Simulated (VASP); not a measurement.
**SmBiH3: single point with PBE**

SmBiH3:

```
Sm Bi H
1.0
     4.52494    0.00000    0.00000
     0.00000    4.52494    0.00000
     0.00000    0.00000    3.95707
Sm Bi H
1 1 3
Direct
  0.50000 0.50000 0.00000
  0.00000 0.00000 0.00000
  0.50000 0.00000 0.50000
  0.00000 0.50000 0.50000
  0.50000 0.50000 0.50000
```

```
Program             : VASP 6.6.1
Task                : single point
Functional          : PBE
Potentials or basis : VASP PAW PBE potentials, release 64 (Sm_3, Bi_d, H), 4f in core
Cutoff              : 500 eV
k mesh              : 8 × 8 × 10
Occupations         : gaussian, width 0.1 eV
Spin                : no spin polarisation
```

| Item | Value |
| --- | --- |
| Pressure | 0.1 GPa |
| Band gap on the k mesh | zero (an odd number of electrons rules out a gap without spin polarisation) |

Stress tensor (GPa, compression positive):
```
-0.01  0.00  0.00
 0.00 -0.01  0.00
 0.00  0.00  0.29
```

Levels at points of the mesh, in eV from the Fermi level:
```tsv
k point	band 12	band 13	band 14	band 15	band 16	band 17
(0.00, 0.00, 0.00)	-2.60	-0.47	-0.42	-0.42	1.14	2.19
(0.50, 0.00, 0.00)	-3.59	-2.00	-1.94	0.58	1.52	3.19
(0.50, 0.50, 0.00)	-4.03	-4.03	1.90	1.97	1.97	2.67
(0.00, 0.00, 0.50)	-1.37	-0.16	0.43	0.43	0.44	1.27
(0.50, 0.00, 0.50)	-3.24	-3.00	-1.42	0.50	0.86	1.57
(0.50, 0.50, 0.50)	-3.24	-1.98	-1.26	-1.26	-1.16	3.29
```

It took 120 s on 1 thread of Intel(R) Xeon(R) 6975P-C (Granite Rapids) (shared host), peak memory 0.3 GiB.

Caveat: spin-orbit coupling is left out, which moves the levels of the heavy elements; the 4f electrons are frozen in the core, so they carry no moment and show no levels. Spin polarisation is off, so any magnetic state and its effect on volume and gap are missing.
